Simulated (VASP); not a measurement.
Write the native input for VASP 6.6.1 that does the following.

| Property | Result |
| --- | --- |
| Task | density of states |
| Functional | PBEsol |
| Potentials or basis | VASP PAW PBE potentials, release 64 (Hf_pv, B) |
| Cutoff | 520 eV |
| k mesh | 10 × 10 × 8 |
| Occupations | fermi-dirac, width 0.05 eV |
| Spin | no spin polarisation |
| Hubbard terms | Hf d U = 1.0 eV |
| Dipole correction | no |
| k mesh for the DOS | 15 × 15 × 12 |
| Occupations for the DOS | tetrahedron |
| Further INCAR settings | ALGO = Normal; EDIFF = 1e-07; NBANDS = 15 |

Crystal: HfB2.

```
Hf B
1.0
     3.14000    0.00000    0.00000
    -1.57000    2.71932    0.00000
     0.00000    0.00000    3.48000
Hf B
1 2
Direct
  0.00000 0.00000 0.00000
  0.66667 0.33333 0.50000
  0.33333 0.66667 0.50000
```

One way to write it, as run:

POSCAR

```
HfB2
1.0
    3.1400000000      0.0000000000      0.0000000000
   -1.5700000000      2.7193197679      0.0000000000
    0.0000000000      0.0000000000      3.4800000000
Hf B
1 2
Direct
    0.0000000000      0.0000000000      0.0000000000
    0.6666666667      0.3333333333      0.5000000000
    0.3333333333      0.6666666667      0.5000000000
```

INCAR.step1

```
ALGO = Normal ; EDIFF = 1E-7
ENCUT = 520 ; GGA = PS
ISIF = 2 ; ISMEAR = -1
LASPH = T ; LCHARG = T
LDAU = T ; LDAUJ = 0 0
LDAUL = 2 -1 ; LDAUPRINT = 1
LDAUTYPE = 2 ; LDAUU = 1 0
LMAXMIX = 4 ; LREAL = F
LWAVE = F ; NBANDS = 15
NELM = 150 ; PREC = Accurate
SIGMA = 0.05
```

KPOINTS.step1

```
k-points
0
Gamma
  10 10 8
```

INCAR.step2

```
ALGO = Normal ; EDIFF = 1E-7
ENCUT = 520 ; GGA = PS
ICHARG = 11 ; ISIF = 2
ISMEAR = -5 ; LASPH = T
LCHARG = F ; LDAU = T
LDAUJ = 0 0 ; LDAUL = 2 -1
LDAUPRINT = 1 ; LDAUTYPE = 2
LDAUU = 1 0 ; LMAXMIX = 4
LORBIT = 10 ; LREAL = F
LWAVE = F ; NBANDS = 15
NEDOS = 2001 ; NELM = 150
PREC = Accurate ; SIGMA = 0.05
```

KPOINTS.step2

```
k-points
0
Gamma
  15 15 12
```

Potentials or basis: VASP PAW PBE potentials, release 64 (Hf_pv, B).

Command:

```bash
$ cat potpaw_PBE.64/Hf_pv/POTCAR potpaw_PBE.64/B/POTCAR > POTCAR
$ cp INCAR.step1 INCAR
$ cp KPOINTS.step1 KPOINTS
$ mpirun -np 1 vasp_std > vasp.out
$ cp INCAR.step2 INCAR
$ cp KPOINTS.step2 KPOINTS
$ mpirun -np 1 vasp_std > vasp.out
```

It gave:

```
Valence electrons inside the program's atomic spheres : Hf 8.72; B 1.93
```

Caveat: spin-orbit coupling is left out, which moves the levels of the heavy elements; U without spin polarisation on a metal has little footing; the U is typed as a test and isn't derived for this compound.

Wall time 53 s on 1 thread of Intel(R) Xeon(R) Platinum 8259CL CPU @ 2.50GHz (Skylake/Cascade Lake), with other jobs on the host, peak memory 0.2 GiB.
